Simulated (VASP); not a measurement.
# KBr (rock salt type) in VASP: notebook

Runs on KBr (rock salt type). Level: PBE. Tasks: single point.

Program: VASP 6.6.1. These are calculated values, not measurements. Logs are shortened: lines on timing, memory, paths and dates and some standing lists are left out, and cuts for length are marked.

### Step 1. The cell of the first run

It takes space group R3m (No. 160, trigonal). Conventional cell: a = 4.738 Å, b = 4.738 Å, c = 11.605 Å, α = 90.00°, β = 90.00°, γ = 120.00°. K (site symmetry 3m) has 6 Br at 3.32 to 3.38 Å within 4.4 Å. Within 4.4 Å of Br (site symmetry 3m) lie 6 K at 3.32 to 3.38 Å.

### Step 2. Single point, PBE

INCAR reads:

```
PREC = Accurate
ENCUT = 520
EDIFF = 1E-7
ISMEAR = -1
SIGMA = 0.05
LREAL = F
LASPH = T
NELM = 100
ALGO = Normal
ISIF = 2
LWAVE = F
LCHARG = F
GGA = PE
NBANDS = 15
```

KPOINTS reads:

```
regular mesh
0
Gamma
  4 4 4
```

POSCAR reads:

```
KBr
1.0
    0.0000000000      3.3500000000      3.3500000000
    3.3500000000      0.0000000000      3.3500000000
    3.3500000000      3.3500000000      0.0000000000
K Br
1 1
Direct
    0.0051703009      0.0051703009      0.0051703009
    0.5000000000      0.5000000000      0.5000000000
```

Potentials or basis: VASP PAW PBE potentials, release 64 (K_sv, Br).

The run is started by

```
cat potpaw_PBE.64/K_sv/POTCAR potpaw_PBE.64/Br/POTCAR > POTCAR
mpirun -np 1 vasp_std > vasp.out
```

OUTCAR:

```text
PREC = Accurate
   ENCUT = 520
   EDIFF = 1E-7
   ISMEAR = -1
   LREAL = F
   LASPH = T
   NELM = 100
   ISIF = 2
   GGA = PE

 ion  position               nearest neighbor table
   1  0.005  0.005  0.005-
   2  0.500  0.500  0.500-

  LATTYP: Found a face centered cubic cell.
 ALAT       =     6.7000000000

  Lattice vectors:

 A1 = (   0.0000000000,   3.3500000000,   3.3500000000)
 A2 = (   3.3500000000,   0.0000000000,   3.3500000000)
 A3 = (   3.3500000000,   3.3500000000,   0.0000000000)

Analysis of symmetry for initial positions (statically):
=====================================================================
 Subroutine PRICEL returns:
 Original cell was already a primitive cell.

 Routine SETGRP: Setting up the symmetry group for a
 face centered cubic supercell.

 Subroutine GETGRP returns: Found  6 space group operations
 (whereof  6 operations were pure point group operations)
 out of a pool of 48 trial point group operations.

The static configuration has the point symmetry C_3v.

Analysis of symmetry for dynamics (positions and initial velocities):
=====================================================================
 Subroutine PRICEL returns:
 Original cell was already a primitive cell.

 Routine SETGRP: Setting up the symmetry group for a
 face centered cubic supercell.

 Subroutine GETGRP returns: Found  6 space group operations
 (whereof  6 operations were pure point group operations)
 out of a pool of 48 trial point group operations.

The dynamic configuration has the point symmetry C_3v.

 Subroutine INISYM returns: Found  6 space group operations
 (whereof  6 operations are pure point group operations),
 and found     1 'primitive' translations

----------------------------------------------------------------------------------------

                                     Primitive cell

  volume of cell :      75.1908

  direct lattice vectors                    reciprocal lattice vectors
     0.000000000  3.350000000  3.350000000    -0.149253731  0.149253731  0.149253731
     3.350000000  0.000000000  3.350000000     0.149253731 -0.149253731  0.149253731
     3.350000000  3.350000000  0.000000000     0.149253731  0.149253731 -0.149253731

[... 74 lines left out ...]
   NSW    =      0    number of steps for IOM
   IBRION =     -1    ionic relax: 0-MD 1-quasi-New 2-CG
   NFREE  =      0    steps in history (QN), initial steepest desc. (CG)
   ISIF   =      2    stress and relaxation
   ISYM   =      2    0-nonsym 1-usesym 2-fastsym
   POTIM  = 0.5000    time-step for ionic-motion
   TEBEG  =    0.0;   TEEND  =   0.0 temperature during run
   PSTRESS=    0.0 pullay stress
   NELECT =      16.0000    total number of electrons
   NUPDOWN=      -1.0000    fix difference up-down
   EMIN   =  10.00;   EMAX   =-10.00  energy-range for DOS
   EFERMI =   0.00;   METHOD = LEGACY
   ISMEAR =    -1;   SIGMA  =   0.05  broadening in eV -4-tet -1-fermi 0-gaus
   EFERMI_NEDOS =   21; number of points for ismear=-14 and -15
   IALGO  =     38    algorithm
   IMIX   =      4    mixing-type and parameters
     AMIX     =   0.40;   BMIX     =  1.00
     AMIX_MAG =   1.60;   BMIX_MAG =  1.00
  volume/ion in A,a.u.               =      37.60       253.71
  Fermi-wavevector in a.u.,A,eV,Ry     =   0.977372  1.846966 12.997055  0.955257
  Thomas-Fermi vector in A             =   2.108065
   LORBIT       =      0    0 simple, 1 ext, 2 COOP (PROOUT), +10 PAW based schemes
   GGA     = PE    functional components
   LHFCALC =     F    Hartree Fock is set to
   AEXX    =    0.0000 exact exchange contribution
   IVDW    =     0    specifies the selected vdW correction
   LEPSILON=     F    determine dielectric tensor
   LRPA    =     F    only Hartree local field effects (RPA)
 non-spin polarized calculation
  energy-cutoff  :      520.00
  volume of cell :       75.19
 maximum number of plane-waves:      2085
   NGX = 17   NGY = 17   NGZ = 17

 number of electron      16.0000001 magnetization

 Free energy of the ion-electron system (eV)
  ---------------------------------------------------
  ext. energy  EPLUGINS =         0.00000000
  ---------------------------------------------------
  free energy    TOTEN  =        -6.22138274 eV

  energy without entropy =       -6.22138274  energy(sigma->0) =       -6.22138274

 E-fermi :  -0.8142     XC(G=0):  -7.1914

 val. band max:       -1.9135632914   @ k =   0.0000   0.0000   0.0000
 cond. band min:       2.4028388051   @ k =   0.0000   0.0000   0.0000
 fundamental gap:      4.3164020964
 Fermi energy:        -0.8142164890

 k-point     1 :       0.0000    0.0000    0.0000
  band No.  band energies     occupation
      1     -29.7929      2.00000
      2     -14.1536      2.00000
      3     -13.2668      2.00000
      4     -13.2668      2.00000
      5     -13.2659      2.00000
      6      -1.9141      2.00000
      7      -1.9141      2.00000
      8      -1.9136      2.00000
      9       2.4028      0.00000
     10       5.6781      0.00000
     11       5.6781      0.00000
     12       5.6843      0.00000
     13       6.4769      0.00000
     14       6.4769      0.00000
[... 203 lines left out ...]
      2     -14.1589      2.00000
      3     -13.3190      2.00000
      4     -13.3185      2.00000
      5     -13.1759      2.00000
      6      -2.4643      2.00000
      7      -2.4637      2.00000
      8      -2.4045      2.00000
      9       5.4182      0.00000
     10       5.4193      0.00000
     11       6.1692      0.00000
     12       6.9018      0.00000
     13       8.5890      0.00000
     14       8.7312      0.00000
     15       8.8927      0.00000

------------------------ aborting loop because EDIFF is reached ----------------------------------------

  FORCE on cell =-STRESS in cart. coord.  units (eV):
  Direction    XX          YY          ZZ          XY          YZ          ZX
  --------------------------------------------------------------------------------------
  -------------------------------------------------------------------------------------
  Total        0.0387336      0.0387336      0.0387336     -0.0020604     -0.0020604     -0.0020604
  in kB        0.8253432      0.8253432      0.8253432     -0.0439027     -0.0439027     -0.0439027
  external PRESSURE =       0.8253432 kB  Pullay stress =       0.0000000 kB

 VOLUME and BASIS-vectors are now :
 -----------------------------------------------------------------------------
  energy-cutoff  :      520.00
  volume of cell :       75.19
      direct lattice vectors                 reciprocal lattice vectors
     0.000000000  3.350000000  3.350000000    -0.149253731  0.149253731  0.149253731
     3.350000000  0.000000000  3.350000000     0.149253731 -0.149253731  0.149253731
     3.350000000  3.350000000  0.000000000     0.149253731  0.149253731 -0.149253731

 POSITION                                       TOTAL-FORCE (eV/Angst)
 -----------------------------------------------------------------------------------
      0.03464      0.03464      0.03464        -0.034547     -0.034547     -0.034547
      3.35000      3.35000      3.35000         0.034547      0.034547      0.034547
 -----------------------------------------------------------------------------------
    total drift:                               -0.000021     -0.000021     -0.000021

  FREE ENERGIE OF THE ION-ELECTRON SYSTEM (eV)
  ---------------------------------------------------
  free  energy   TOTEN  =        -6.2213827357 eV

  energy  without entropy=       -6.2213827356  energy(sigma->0) =       -6.22138274
```

OSZICAR:

```text
N       E                     dE             d eps       ncg     rms          rms(c)
DAV:   1     0.956512975109E+02    0.95651E+02   -0.66389E+03   390   0.920E+02
DAV:   2    -0.362968775948E+00   -0.96014E+02   -0.90031E+02   523   0.228E+02
DAV:   3    -0.615238002085E+01   -0.57894E+01   -0.57557E+01   516   0.493E+01
DAV:   4    -0.640351010359E+01   -0.25113E+00   -0.25106E+00   614   0.924E+00
DAV:   5    -0.640549694955E+01   -0.19868E-02   -0.19868E-02   537   0.102E+00    0.290E+00
DAV:   6    -0.622330098018E+01    0.18220E+00   -0.23125E-01   516   0.225E+00    0.210E+00
DAV:   7    -0.621063623512E+01    0.12665E-01   -0.11109E-01   523   0.176E+00    0.988E-01
DAV:   8    -0.622027259457E+01   -0.96364E-02   -0.12458E-02   428   0.801E-01    0.122E-01
DAV:   9    -0.622104345520E+01   -0.77086E-03   -0.88677E-04   537   0.179E-01    0.795E-02
DAV:  10    -0.622136467236E+01   -0.32122E-03   -0.34492E-04   404   0.106E-01    0.148E-02
DAV:  11    -0.622137994575E+01   -0.15273E-04   -0.30498E-05   529   0.294E-02    0.529E-03
DAV:  12    -0.622138266948E+01   -0.27237E-05   -0.40074E-06   411   0.131E-02    0.240E-03
DAV:  13    -0.622138273570E+01   -0.66213E-07   -0.31856E-07   565   0.312E-03
   1 F= -.62213827E+01 E0= -.62213827E+01  d E =-.476305E-10
```

Run time: 6.6 s. Hardware: 1 thread of Intel Xeon 6975P-C (Granite Rapids), shared host; peak memory 0.2 GiB.

What came out:

- Free energy: -6.2214 eV
- Pressure: 0.1 GPa
- Largest force: 0.060 eV/Å
- Band gap on the k mesh: 4.32 eV

Forces on the atoms (eV/Å):
```
K   -0.035 -0.035 -0.035
Br   0.035  0.035  0.035
```

### Step 3. Single point, PBE

INCAR reads:

```
SYSTEM = KBr
PREC     = Accurate       ! precision mode
ENCUT    = 520            ! plane-wave cutoff, eV
EDIFF    = 1E-6           ! SCF threshold, eV
ISMEAR   = -1             ! smearing method
SIGMA    = 0.02           ! smearing width, eV
LREAL    = .FALSE.        ! projectors in reciprocal space
LASPH    = .TRUE.         ! aspherical terms in the spheres
NELM     = 80             ! most SCF steps
ALGO     = Normal         ! electronic algorithm
ISIF     = 2              ! what is computed and relaxed
LWAVE    = .FALSE.        ! write WAVECAR
LCHARG   = .FALSE.        ! write CHGCAR
GGA      = PE             ! functional
NBANDS   = 15             ! bands
```

KPOINTS reads:

```
regular mesh
0
G
  6 6 6
  0 0 0
```

Edit POSCAR of step 2 so:

```diff
@@ -8,3 +8,3 @@
 Direct
-    0.0051703009      0.0051703009      0.0051703009
+    0.0000000000      0.0000000000      0.0000000000
     0.5000000000      0.5000000000      0.5000000000
```

Potentials or basis: VASP PAW PBE potentials, release 64 (K_sv, Br).

The run is started by

```
cat potpaw_PBE.64/K_sv/POTCAR potpaw_PBE.64/Br/POTCAR > POTCAR
mpirun -np 1 vasp_std > vasp.out
```

It took 7.8 s on 1 thread of Intel Xeon 6975P-C (Granite Rapids), shared host; peak memory 0.21 GiB.

Results (log left out):

- Free energy: -6.2235 eV
- Pressure: 0.1 GPa
- Band gap on the k mesh: 4.32 eV

Levels at points of the mesh, in eV from the valence-band top:
```
           k point  band 5  band 6  band 7  band 8  band 9  band 10  band 11  band 12
(0.00, 0.00, 0.00)  -11.35    0.00    0.00    0.00    4.32     7.59     7.59     7.59
(0.50, 0.00, 0.00)  -11.12   -1.09   -0.30   -0.30    6.49     8.06     9.64     9.64
(0.50, 0.50, 0.00)  -11.38   -0.77   -0.27   -0.27    5.91     7.03     9.26     9.29
```
